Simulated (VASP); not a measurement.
Write the native input for VASP 6.6.1 that does the following.

```yaml
Task: single point
Functional: r2SCANh
Potentials_or_basis: VASP PAW PBE potentials, release 64 (Pd_sv_GW)
Cutoff: 510 eV
k_mesh: 6 × 6 × 6
Occupations: fermi-dirac, width 0.05 eV
Spin: no spin polarisation
Dipole_correction: no
Grid_for_exact_exchange_PRECFOCK: Normal
Further_INCAR_settings: ALGO = Normal; EDIFF = 1e-06; NBANDS = 15
Share_of_exact_exchange: 0.1
```

Crystal: Pd.

```
CELL_PARAMETERS angstrom
0.00000 1.94650 1.94650
1.94650 0.00000 1.94650
1.94650 1.94650 0.00000
ATOMIC_POSITIONS crystal
Pd 0.00000 0.00000 0.00000
```

One way to write it, as run:

POSCAR

```
Pd
1.0
    0.0000000000      1.9465000000      1.9465000000
    1.9465000000      0.0000000000      1.9465000000
    1.9465000000      1.9465000000      0.0000000000
Pd
1
Direct
    0.0000000000      0.0000000000      0.0000000000
```

INCAR.step1

```
PREC     = Accurate       # precision mode
ENCUT    = 510            # plane-wave cutoff, eV
EDIFF    = 1E-5           # SCF threshold, eV
ISMEAR   = -1             # smearing method
SIGMA    = 0.05           # smearing width, eV
LREAL    = F              # projectors in reciprocal space
LASPH    = T              # aspherical terms in the spheres
NELM     = 120            # most SCF steps
ALGO     = Normal         # electronic algorithm
ISIF     = 2              # what is computed and relaxed
LWAVE    = T              # write WAVECAR
NBANDS   = 15             # bands
GGA      = PE             # functional
GGA_COMPAT= F
```

INCAR.step2

```
PREC     = Accurate       # precision mode
ENCUT    = 510            # plane-wave cutoff, eV
EDIFF    = 1E-6           # SCF threshold, eV
ISMEAR   = -1             # smearing method
SIGMA    = 0.05           # smearing width, eV
LREAL    = F              # projectors in reciprocal space
LASPH    = T              # aspherical terms in the spheres
NELM     = 120            # most SCF steps
ALGO     = Normal         # electronic algorithm
ISIF     = 2              # what is computed and relaxed
LWAVE    = F              # write WAVECAR
LCHARG   = T              # write CHGCAR
METAGGA  = R2SCAN         # meta-GGA
LHFCALC  = T              # exact exchange
AEXX     = 0.1            # exact-exchange fraction
LMIXTAU  = T            
PRECFOCK = Normal       
LELF     = T              # ELF
LVHAR    = T            
NBANDS   = 15             # bands
ISTART   = 1            
GGA_COMPAT= F
```

KPOINTS

```
regular mesh
0
Gamma
  6 6 6
```

Potentials or basis: VASP PAW PBE potentials, release 64 (Pd_sv_GW).

Launch:

```sh
$ cat potpaw_PBE.64/Pd_sv_GW/POTCAR > POTCAR
$ cp INCAR.step1 INCAR
$ mpirun -np 1 vasp_std > vasp.out
$ cp INCAR.step2 INCAR
$ mpirun -np 1 vasp_std > vasp.out
```

It gave:

```yaml
Pressure: -3.8 GPa
Band_gap_on_the_k_mesh: zero (bands 9 and 10 overlap by 2.21 eV)
```

Caveat: the k points lie up to 0.47 Å⁻¹ apart, too coarse for converged energies and pressures of a metal; the PAW data sets were made with another functional, which shifts forces and pressure a little.

Wall time 10 min on 1 thread of Intel(R) Xeon(R) Platinum 8488C (Sapphire Rapids) (shared host), peak memory 0.15 GiB.
